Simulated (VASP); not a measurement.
Here is a VASP 6.6.1 calculation.

INCAR

```
SYSTEM = Cs
PREC = Accurate ; ENCUT = 520
EDIFF = 1E-6 ; ISMEAR = -1
SIGMA = 0.05 ; LREAL = .FALSE.
LASPH = .TRUE. ; NELM = 100
ALGO = Normal ; ISIF = 2
LWAVE = .FALSE. ; LCHARG = .FALSE.
NBANDS = 10
```

KPOINTS

```
Automatic mesh
0
G
  9 9 9
  0 0 0
```

File POSCAR:

```
Cs
1.0
   -3.0225000000      3.0225000000      2.9922750000
    3.0225000000     -3.0225000000      2.9922750000
    3.0225000000      3.0225000000     -2.9922750000
Cs
1
Direct
    0.0000000000      0.0000000000      0.0000000000
```

Potentials or basis: VASP PAW LDA potentials, release 64 (Cs_sv).

Launch:

```console
$ cat potpaw_LDA.64/Cs_sv/POTCAR > POTCAR
$ mpirun -np 1 vasp_std > vasp.out
```

Problem. Estimate the pressure.

Solution. -0.3 GPa.

Caveat: the cell differs from its parent crystal (zz strain of -1 %).
